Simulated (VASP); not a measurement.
# SiS2 (Ibam) in VASP: single point with PBE0

Aim: the single point of SiS2 with PBE0.

Everything below comes from runs of VASP 6.6.1. Logs are shortened: lines on timing, memory, paths and dates and some standing lists are left out, and cuts for length are marked.

### Step 1. The cell of the first run

The structure is orthorhombic, space group Ibam (No. 72). The conventional cell has a = 5.536 Å, b = 9.762 Å, c = 5.543 Å, α = 90.00°, β = 90.00°, γ = 90.00°. Within 2.8 Å of Si (site symmetry 222) lie 4 S at 2.14 Å and 2 Si at 2.77 Å. Within 2.8 Å of S (site symmetry m) lie 2 Si at 2.14 Å.

### Step 2. Single point, PBE0

POSCAR reads:

```
SiS2
1.0
   -2.7679656562      4.8810386948      2.7714513474
    2.7679656562     -4.8810386948      2.7714513474
    2.7679656562      4.8810386948     -2.7714513474
Si S
2 4
Direct
    0.7500000000      0.7500000000      0.0000000000
    0.2500000000      0.2500000000      0.0000000000
    0.8826845766      0.7893462369      0.6720308135
    0.1173154234      0.2106537631      0.3279691865
    0.3826845766      0.7106537631      0.0933383396
    0.6173154234      0.2893462369      0.9066616604
```

INCAR.step1 reads:

```
ALGO = Normal
EDIFF = 1E-5
ENCUT = 400
GGA = PE
GGA_COMPAT = False
ISIF = 2
ISMEAR = 0
KPAR = 4
LASPH = True
LCHARG = False
LREAL = False
LWAVE = True
NBANDS = 25
NELM = 120
PREC = Accurate
SIGMA = 0.05
```

INCAR.step2 reads:

```
AEXX = 0.25
ALGO = Normal
EDIFF = 1E-6
ENCUT = 400
GGA = PE
GGA_COMPAT = False
ISIF = 2
ISMEAR = 0
ISTART = 1
KPAR = 4
LASPH = True
LCHARG = False
LHFCALC = True
LREAL = False
LWAVE = False
NBANDS = 25
NELM = 120
PREC = Accurate
PRECFOCK = Normal
SIGMA = 0.05
```

KPOINTS reads:

```
k-points
0
Gamma
  4 4 4
```

Potentials or basis: VASP PAW PBE potentials, release 64 (Si, S).

Launch:

```sh
cat potpaw_PBE.64/Si/POTCAR potpaw_PBE.64/S/POTCAR > POTCAR
cp INCAR.step1 INCAR
mpirun -np 4 vasp_std > vasp.out
cp INCAR.step2 INCAR
mpirun -np 4 vasp_std > vasp.out
```

OUTCAR:

```text
AEXX = 0.25
   EDIFF = 1E-6
   ENCUT = 400
   GGA = PE
   ISIF = 2
   ISMEAR = 0
   ISTART = 1
   LASPH = True
   LHFCALC = True
   LREAL = False
   NELM = 120
   PREC = Accurate
   PRECFOCK = Normal

 ion  position               nearest neighbor table
   1  0.750  0.750  0.000-   5 2.14   3 2.14   4 2.14   6 2.14   2 2.77   2 2.77
   2  0.250  0.250  0.000-   6 2.14   4 2.14   3 2.14   5 2.14   1 2.77   1 2.77
   3  0.883  0.789  0.672-   1 2.14   2 2.14
   4  0.117  0.211  0.328-   2 2.14   1 2.14
   5  0.383  0.711  0.093-   1 2.14   2 2.14
   6  0.617  0.289  0.907-   2 2.14   1 2.14

  LATTYP: Found a body centered orthorhombic cell.
 ALAT       =     5.5359313124
 B/A-ratio  =     1.0012592971
 C/A-ratio  =     1.7634029107

  Lattice vectors:

 A1 = (  -2.7679656562,   4.8810386948,  -2.7714513474)
 A2 = (   2.7679656562,   4.8810386948,   2.7714513474)
 A3 = (   2.7679656562,  -4.8810386948,  -2.7714513474)

Analysis of symmetry for initial positions (statically):
=====================================================================
 Subroutine PRICEL returns:
 Original cell was already a primitive cell.

 Routine SETGRP: Setting up the symmetry group for a
 body centered orthorhombic supercell.

 Subroutine GETGRP returns: Found  8 space group operations
 (whereof  4 operations were pure point group operations)
 out of a pool of  8 trial point group operations.

The static configuration has the point symmetry C_2h.
 The point group associated with its full space group is D_2h.

Analysis of symmetry for dynamics (positions and initial velocities):
=====================================================================
 Subroutine PRICEL returns:
 Original cell was already a primitive cell.

 Routine SETGRP: Setting up the symmetry group for a
 body centered orthorhombic supercell.

 Subroutine GETGRP returns: Found  8 space group operations
 (whereof  4 operations were pure point group operations)
 out of a pool of  8 trial point group operations.

The dynamic configuration has the point symmetry C_2h.
 The point group associated with its full space group is D_2h.

 Subroutine INISYM returns: Found  8 space group operations
 (whereof  4 operations are pure point group operations),
 and found     1 'primitive' translations

----------------------------------------------------------------------------------------

                                     Primitive cell

  volume of cell :     149.7753

  direct lattice vectors                    reciprocal lattice vectors
    -2.767965656  4.881038695  2.771451347     0.000000000  0.102437213  0.180410888
     2.767965656 -4.881038695  2.771451347     0.180638079  0.000000000  0.180410888
     2.767965656  4.881038695 -2.771451347     0.180638079  0.102437213  0.000000000

  length of vectors
     6.258363619  6.258363619  6.258363619     0.207464386  0.255300224  0.207661981

  position of ions in fractional coordinates (direct lattice)
     0.750000000  0.750000000  0.000000000
     0.250000000  0.250000000  0.000000000
     0.882684577  0.789346237  0.672030814
     0.117315423  0.210653763  0.327969186
     0.382684577  0.710653763  0.093338340
     0.617315423  0.289346237  0.906661660

  ion indices of the primitive-cell ions
   primitive index   ion index
                 1           1
                 2           2
                 3           3
                 4           4
                 5           5
                 6           6

----------------------------------------------------------------------------------------

 KPOINTS: k-points

Automatic generation of k-mesh.
 Grid dimensions read from file:
 generate k-points for:    4    4    4

 Generating k-lattice:

  Cartesian coordinates                     Fractional coordinates (reciprocal lattice)
     0.000000000  0.025609303  0.045102722     0.250000000  0.000000000  0.000000000
     0.045159520  0.000000000  0.045102722     0.000000000  0.250000000  0.000000000
     0.045159520  0.025609303  0.000000000     0.000000000  0.000000000  0.250000000

  Length of vectors
     0.051866096  0.063825056  0.051915495

  Shift w.r.t. Gamma in fractional coordinates (k-lattice)
     0.000000000  0.000000000  0.000000000

 Subroutine IBZKPT returns following result:
 ===========================================

 Found     18 irreducible k-points:

 Following reciprocal coordinates:
            Coordinates               Weight
  0.000000  0.000000  0.000000      1.000000
  0.250000  0.000000 -0.000000      4.000000
  0.500000  0.000000 -0.000000      2.000000
 -0.000000  0.250000  0.000000      4.000000
  0.250000  0.250000  0.000000      8.000000
  0.500000  0.250000 -0.000000      8.000000
[... 10 lines left out ...]
 -0.250000 -0.250000  0.250000      2.000000
  0.500000  0.500000  0.500000      1.000000
   k-points           NKPTS =     18   k-points in BZ     NKDIM =     64   number of bands    NBANDS=     25
   number of dos      NEDOS =    301   number of ions     NIONS =      6
   total plane-waves  NPLWV =  74088
   dimension x,y,z NGX =    42 NGY =   42 NGZ =   42
   dimension x,y,z NGXF=    84 NGYF=   84 NGZF=   84
   ions per type =               2   4
   NGX,Y,Z   is equivalent  to a cutoff of  11.16, 11.16, 11.16 a.u.
   NGXF,Y,Z  is equivalent  to a cutoff of  22.31, 22.31, 22.31 a.u.
 SYSTEM =  unknown system
   PREC   = accura    normal or accurate (medium, high low for compatibility)
   ISTART =      1    job   : 0-new  1-cont  2-samecut
   ICHARG =      0    charge: 1-file 2-atom 10-const
   ISPIN  =      1    spin polarized calculation?
   LNONCOLLINEAR =      F non collinear calculations
   LSORBIT =      F    spin-orbit coupling
   LASPH  =      T    aspherical Exc in radial PAW
   ENCUT  =  400.0 eV  29.40 Ry    5.42 a.u.  10.21 10.21 10.21*2*pi/ulx,y,z
   NELM   =    120;   NELMIN=  2; NELMDL=  0     # of ELM steps
   EDIFF  = 0.1E-05   stopping-criterion for ELM
   LREAL  =      F    real-space projection
   EDIFFG = 0.1E-04   stopping-criterion for IOM
   NSW    =      0    number of steps for IOM
   IBRION =     -1    ionic relax: 0-MD 1-quasi-New 2-CG
   NFREE  =      0    steps in history (QN), initial steepest desc. (CG)
   ISIF   =      2    stress and relaxation
   ISYM   =      3    0-nonsym 1-usesym 2-fastsym
   POTIM  = 0.5000    time-step for ionic-motion
   TEBEG  =    0.0;   TEEND  =   0.0 temperature during run
   PSTRESS=    0.0 pullay stress
   NELECT =      32.0000    total number of electrons
   NUPDOWN=      -1.0000    fix difference up-down
   EMIN   =  10.00;   EMAX   =-10.00  energy-range for DOS
   EFERMI =   0.00;   METHOD = LEGACY
   ISMEAR =     0;   SIGMA  =   0.05  broadening in eV -4-tet -1-fermi 0-gaus
   EFERMI_NEDOS =   21; number of points for ismear=-14 and -15
   IALGO  =     38    algorithm
   IMIX   =      1    mixing-type and parameters
     AMIX     =   0.40;   BMIX     =  1.00
     AMIX_MAG =   1.60;   BMIX_MAG =  1.00
  volume/ion in A,a.u.               =      24.96       168.46
  Fermi-wavevector in a.u.,A,eV,Ry     =   0.978689  1.849454 13.032101  0.957832
  Thomas-Fermi vector in A             =   2.109484
   LORBIT       =      0    0 simple, 1 ext, 2 COOP (PROOUT), +10 PAW based schemes
   GGA     = PE    functional components
   LHFCALC =     T    Hartree Fock is set to
   PRECFOCK=normal    Normal, Fast or Accurate (Low or Medium for compatibility)
   ENCUT4O =  -1.0   cutoff for four orbital integrals eV
   NKREDX  =     1    reduce k-point grid by
   NKREDY  =     1    reduce k-point grid by
   NKREDZ  =     1    reduce k-point grid by
   AEXX    =    0.2500 exact exchange contribution
   HFSCREEN=    0.0000 screening length (either q_TF or 0.3 A-1)
   HFSCREENC=   0.0000 screening length for correlation (either q_TF or 0.3 A-1)
   ENCUTFOCK=  -1.0 apply spherical cutoff to Coloumb kernel
   IVDW    =     0    specifies the selected vdW correction
   LEPSILON=     F    determine dielectric tensor
   LRPA    =     F    only Hartree local field effects (RPA)
 non-spin polarized calculation
 Gauss-broadening in eV      SIGMA  =   0.05
  energy-cutoff  :      400.00
  volume of cell :      149.78
 maximum number of plane-waves:      2736
 NGX is ok and might be reduce to    42
  NGX = 32; NGY = 32; NGZ = 32

 number of electron      31.9999999 magnetization

 Free energy of the ion-electron system (eV)
  ---------------------------------------------------
  ext. energy  EPLUGINS =         0.00000000
  ---------------------------------------------------
  free energy    TOTEN  =       -41.03083574 eV

  energy without entropy =      -41.03083574  energy(sigma->0) =      -41.03083574

 E-fermi :   1.2145     XC(G=0):  -6.4771

 val. band max:        0.9389819153   @ k =  -0.2500   0.2500   0.2500
 cond. band min:       5.5925031170   @ k =   0.5000   0.5000   0.5000
 fundamental gap:      4.6535212017
 Fermi energy:         1.2145390262

 k-point     1 :       0.0000    0.0000    0.0000
  band No.  band energies     occupation
      1     -15.0163      2.00000
      2     -12.7342      2.00000
      3     -12.1561      2.00000
      4     -12.0322      2.00000
      5      -7.1782      2.00000
      6      -5.5534      2.00000
[... 17 lines left out ...]
     24       9.8340      0.00000
     25      10.3732      0.00000

 k-point     2 :       0.2500    0.0000   -0.0000
  band No.  band energies     occupation
      1     -14.7618      2.00000
      2     -13.1902      2.00000
      3     -12.1755      2.00000
      4     -12.0883      2.00000
      5      -6.6304      2.00000
      6      -5.4536      2.00000
[... 17 lines left out ...]
     24       9.6508      0.00000
     25      10.0748      0.00000

 k-point     3 :       0.5000    0.0000   -0.0000
  band No.  band energies     occupation
      1     -14.0658      2.00000
      2     -14.0658      2.00000
      3     -12.1687      2.00000
      4     -12.1687      2.00000
      5      -5.6811      2.00000
      6      -5.6811      2.00000
[... 384 lines left out ...]
 k-point    17 :      -0.2500   -0.2500    0.2500
  band No.  band energies     occupation
      1     -14.1310      2.00000
      2     -13.9941      2.00000
      3     -12.2591      2.00000
      4     -12.0855      2.00000
      5      -5.7435      2.00000
      6      -5.5856      2.00000
[... 17 lines left out ...]
     24       9.2352      0.00000
     25      11.1798      0.00000

 k-point    18 :       0.5000    0.5000    0.5000
  band No.  band energies     occupation
      1     -14.8460      2.00000
      2     -12.7721      2.00000
      3     -12.4073      2.00000
      4     -12.1798      2.00000
      5      -7.3287      2.00000
      6      -5.0300      2.00000
[... 17 lines left out ...]
     24       9.3768      0.00000
     25       9.5396      0.00000

------------------------ aborting loop because EDIFF is reached ----------------------------------------

  FORCE on cell =-STRESS in cart. coord.  units (eV):
  Direction    XX          YY          ZZ          XY          YZ          ZX
  --------------------------------------------------------------------------------------
  -------------------------------------------------------------------------------------
  Total       -0.7781393     -0.7067785     -1.1064137      0.0000000      0.0000000      0.0000000
  in kB       -8.3239168     -7.5605551    -11.8355357      0.0000000      0.0000000      0.0000000
  external PRESSURE =      -9.2400025 kB  Pullay stress =       0.0000000 kB

 VOLUME and BASIS-vectors are now :
 -----------------------------------------------------------------------------
  energy-cutoff  :      400.00
  volume of cell :      149.78
      direct lattice vectors                 reciprocal lattice vectors
    -2.767965656  4.881038695  2.771451347     0.000000000  0.102437213  0.180410888
     2.767965656 -4.881038695  2.771451347     0.180638079  0.000000000  0.180410888
     2.767965656  4.881038695 -2.771451347     0.180638079  0.102437213  0.000000000

 POSITION                                       TOTAL-FORCE (eV/Angst)
 -----------------------------------------------------------------------------------
      0.00000      0.00000      4.15718        -0.000000     -0.000000      0.000000
      0.00000      0.00000      1.38573         0.000000     -0.000000     -0.000000
      1.60180      3.73580      2.77145         0.382917      0.377010     -0.000000
      1.16616      1.14524      0.00000        -0.382917     -0.377010      0.000000
      1.16616     -1.14524      2.77145        -0.382917      0.377010     -0.000000
      1.60180      6.02628     -0.00000         0.382917     -0.377010     -0.000000
 -----------------------------------------------------------------------------------
    total drift:                                0.000000      0.000000      0.000001

  FREE ENERGIE OF THE ION-ELECTRON SYSTEM (eV)
  ---------------------------------------------------
  free  energy   TOTEN  =       -41.0308357369 eV

  energy  without entropy=      -41.0308357369  energy(sigma->0) =      -41.03083574
```

Wall time 11 min (4 MPI ranks of Intel Xeon 6975P-C (Granite Rapids), shared host); peak memory 0.31 GiB.

Results:

| Item | Value |
| --- | --- |
| Free energy | -41.0308 eV |
| Pressure | -0.9 GPa |
| Largest force | 0.537 eV/Å |
| Band gap on the k mesh | 4.65 eV (least direct gap 4.96 eV) |

Forces on the atoms (eV/Å):
```
Si   0.000  0.000  0.000
Si   0.000  0.000  0.000
S    0.383  0.377  0.000
S   -0.383 -0.377  0.000
S   -0.383  0.377  0.000
S    0.383 -0.377  0.000
```

Stress tensor (GPa, compression positive):
```
-0.83  0.00  0.00
 0.00 -0.76  0.00
 0.00  0.00 -1.18
```

Levels at points of the mesh, in eV from the valence-band top:
| k point | band 12 | band 13 | band 14 | band 15 | band 16 | band 17 | band 18 | band 19 | band 20 | band 21 |
| --- | --- | --- | --- | --- | --- | --- | --- | --- | --- | --- |
| (0.00, 0.00, 0.00) | -2.19 | -1.58 | -0.80 | -0.73 | -0.57 | 5.29 | 5.86 | 5.86 | 7.40 | 7.97 |
| (0.50, 0.00, 0.00) | -2.19 | -1.33 | -1.33 | -0.73 | -0.73 | 5.31 | 5.31 | 6.97 | 6.97 | 7.78 |
| (0.00, 0.50, 0.00) | -2.16 | -1.00 | -1.00 | -0.66 | -0.66 | 5.19 | 5.19 | 6.60 | 6.60 | 7.75 |
| (0.50, 0.50, 0.00) | -2.23 | -1.87 | -1.41 | -1.07 | -0.04 | 5.94 | 6.53 | 6.84 | 6.84 | 7.34 |
| (0.50, 0.50, 0.50) | -2.31 | -2.20 | -1.90 | -1.42 | -0.30 | 4.65 | 5.69 | 6.03 | 6.84 | 7.06 |

Caveat: the PAW data sets were made with another functional, which shifts forces and pressure a little.
